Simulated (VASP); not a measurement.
Write the native input for VASP 6.6.1 that does the following.

```yaml
Task: single point
Functional: HSE06
Potentials_or_basis: VASP PAW PBE potentials, release 64 (I, Na_pv)
Cutoff: 520 eV
k_mesh: 4 × 4 × 4
Occupations: gaussian, width 0.01 eV
Spin: no spin polarisation
Dipole_correction: no
Grid_for_exact_exchange_PRECFOCK: Normal
Further_INCAR_settings: ALGO = Normal; EDIFF = 1e-06; NBANDS = 14
Screening_parameter: 0.2079 1/Å
```

NaI:

```
CELL_PARAMETERS angstrom
0.00000 3.23640 3.23640
3.23640 0.00000 3.23640
3.23640 3.23640 0.00000
ATOMIC_POSITIONS crystal
I 0.50000 0.50000 0.50000
Na 0.00000 0.00000 0.00000
```

The input as run:

POSCAR

```
NaI
1.0
    0.0000000000      3.2364000000      3.2364000000
    3.2364000000      0.0000000000      3.2364000000
    3.2364000000      3.2364000000      0.0000000000
I Na
1 1
Direct
    0.5000000000      0.5000000000      0.5000000000
    0.0000000000      0.0000000000      0.0000000000
```

INCAR.step1

```
SYSTEM = NaI
PREC     = Accurate       ! precision mode
ENCUT    = 520            ! plane-wave cutoff, eV
EDIFF    = 1E-5           ! SCF threshold, eV
ISMEAR   = 0              ! smearing method
SIGMA    = 0.01           ! smearing width, eV
LREAL    = .False.        ! projectors in reciprocal space
LASPH    = .True.         ! aspherical terms in the spheres
NELM     = 80             ! most SCF steps
ALGO     = Normal         ! electronic algorithm
ISIF     = 2              ! what is computed and relaxed
LWAVE    = .True.         ! write WAVECAR
NBANDS   = 14             ! bands
GGA      = PE             ! functional
```

INCAR.step2

```
SYSTEM = NaI
PREC     = Accurate       ! precision mode
ENCUT    = 520            ! plane-wave cutoff, eV
EDIFF    = 1E-6           ! SCF threshold, eV
ISMEAR   = 0              ! smearing method
SIGMA    = 0.01           ! smearing width, eV
LREAL    = .False.        ! projectors in reciprocal space
LASPH    = .True.         ! aspherical terms in the spheres
NELM     = 80             ! most SCF steps
ALGO     = Normal         ! electronic algorithm
ISIF     = 2              ! what is computed and relaxed
LWAVE    = .False.        ! write WAVECAR
LCHARG   = .True.         ! write CHGCAR
GGA      = PE             ! functional
LHFCALC  = .True.         ! exact exchange
HFSCREEN = 0.2079         ! screening, 1/A
PRECFOCK = Normal       
LELF     = .True.         ! ELF
LVHAR    = .True.       
NBANDS   = 14             ! bands
ISTART   = 1
```

KPOINTS

```
regular mesh
0
Gamma
  4 4 4
  0 0 0
```

Potentials or basis: VASP PAW PBE potentials, release 64 (I, Na_pv).

Command:

```bash
$ cat potpaw_PBE.64/I/POTCAR potpaw_PBE.64/Na_pv/POTCAR > POTCAR
$ cp INCAR.step1 INCAR
$ mpirun -np 1 vasp_std > vasp.out
$ cp INCAR.step2 INCAR
$ mpirun -np 1 vasp_std > vasp.out
```

Results of the run:

| Property | Result |
| --- | --- |
| Pressure | 0.2 GPa |
| Band gap on the k mesh | 4.65 eV, direct |

Caveat: the k points lie up to 0.42 Å⁻¹ apart; the PAW data sets were made with another functional, which shifts forces and pressure a little; spin-orbit coupling is left out, which moves the levels of the heavy elements.

Wall time 4.1 min on 1 thread of AMD EPYC 9R14 (Zen 4), with other jobs on the host, peak memory 0.28 GiB.
